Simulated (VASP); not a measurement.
Pb, 1 atom in the cell. Symmetry: R-3m, No. 166, trigonal system. The conventional cell has a = 3.404 Å, b = 3.404 Å, c = 9.006 Å, α = 90.00°, β = 90.00°, γ = 120.00°. Pb (site symmetry -3m) has 12 Pb at 3.40 to 3.59 Å within 4.5 Å.  This cell differs from its parent crystal: ratio of the length along [111] to the lengths across it x 1.08, volume and fractional coordinates fixed.

| Property | Result |
| --- | --- |
| Program | VASP 6.6.1 |
| Task | single point |
| Functional | PBEsol |
| Potentials or basis | VASP PAW PBE potentials, release 64 (Pb_d) |
| Cutoff | 520 eV |
| k mesh | 18 × 18 × 18 |
| Occupations | gaussian, width 0.15 eV |
| Spin | no spin polarisation |
| Dipole correction | no |
| Further INCAR settings | ALGO = Fast; EDIFF = 1e-06; NBANDS = 13 |

Potentials or basis: VASP PAW PBE potentials, release 64 (Pb_d).

The run is started by

```bash
$ cat potpaw_PBE.64/Pb_d/POTCAR > POTCAR
$ mpirun -np 1 vasp_std > vasp.out
```

Hardware: 1 thread of Intel(R) Xeon(R) Platinum 8375C CPU @ 2.90GHz (Ice Lake), on a shared host.

Task: Estimate the wall time of this run.

Result: It took 5.8 min on 1 thread of Intel(R) Xeon(R) Platinum 8375C CPU @ 2.90GHz (Ice Lake) (shared host), peak memory 0.32 GiB. Counts: scf iterations 13, k points 580.
